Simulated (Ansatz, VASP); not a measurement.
## Two plane-wave programs on CdSe

Contents of INCAR:

```
SYSTEM = CdSe
ALGO     = Normal         ! electronic algorithm
EDIFF    = 1E-6           ! SCF threshold, eV
ENCUT    = 520            ! plane-wave cutoff, eV
GGA      = PE             ! functional
ISIF     = 2              ! what is computed and relaxed
ISMEAR   = 0              ! smearing method
LASPH    = .TRUE.         ! aspherical terms in the spheres
LCHARG   = .FALSE.        ! write CHGCAR
LREAL    = .FALSE.        ! projectors in reciprocal space
LWAVE    = .FALSE.        ! write WAVECAR
NBANDS   = 26             ! bands
NELM     = 100            ! most SCF steps
PREC     = Accurate       ! precision mode
SIGMA    = 0.05           ! smearing width, eV
```

Contents of KPOINTS:

```
k-points
0
G
  12 12 4
  0 0 0
```

POSCAR

```
CdSe
1.0
    4.5377853342      0.0000000000      0.0000000000
   -2.2688926671      3.9298373763      0.0000000000
    0.0000000000      0.0000000000      6.2948590124
Cd Se
2 2
Direct
    0.6666666667      0.3333333333      0.0000000000
    0.3333333333      0.6666666667      0.5000000000
    0.6666666667      0.3333333333      0.3750000000
    0.3333333333      0.6666666667      0.8750000000
```

Input for Ansatz:

```yaml
crystal:
  lattice:
    - [4.5377853342, 0.0, 0.0]
    - [-2.2688926671, 3.9298373763, 0.0]
    - [0.0, 0.0, 6.2948590124]
  atoms:
    - { symbol: Cd, position: [0.6666666667, 0.3333333333, 0.0] }
    - { symbol: Cd, position: [0.3333333333, 0.6666666667, 0.5] }
    - { symbol: Se, position: [0.6666666667, 0.3333333333, 0.375] }
    - { symbol: Se, position: [0.3333333333, 0.6666666667, 0.875] }
basis:
  ecutwfc: 420
kpoints:
  mp_grid: { grid: [12, 12, 4] }
hamiltonian:
  xc: pbe
scf:
  occupations: { method: gaussian, width: 0.05 }
output:
  forces: true
  stress: true
  eigenvalues: true
```

Alike in both runs: task single point; functional PBE; k mesh 12 × 12 × 4; occupations gaussian, width 0.05 eV; no spin polarisation.

```csv
,VASP,Ansatz
version,VASP 6.6.1,Ansatz 0.2.0
potentials or method,"VASP PAW PBE potentials, release 64 (Cd, Se), cutoff 520 eV","scalar-relativistic, plane waves, PAW"
valence electrons in the cell,36,72
```

Ansatz gave:

- gap on the k mesh at the Fermi level (eV): 0.79
- least direct gap on the mesh (eV): 0.79
- pressure (GPa): 6.0
- traceless stress, the component that is largest in VASP (GPa): 13.93
- rms of the force components (eV/Å): 1.331

Question: Which values does VASP return?

Answer: gap on the k mesh at the Fermi level (eV): 0.78; least direct gap on the mesh (eV): 0.79; pressure (GPa): 6.4; traceless stress, the component that is largest in VASP (GPa): 14.29; rms of the force components (eV/Å): 1.374.

Atom by atom the forces differ by 0.043 eV/Å (rms over components). The functional is the same, so the differences come from potentials, cutoffs and numerics. VASP's potentials hold 36 valence electrons a cell and Ansatz's 72, so a difference there can come from the potentials and not from the codes.
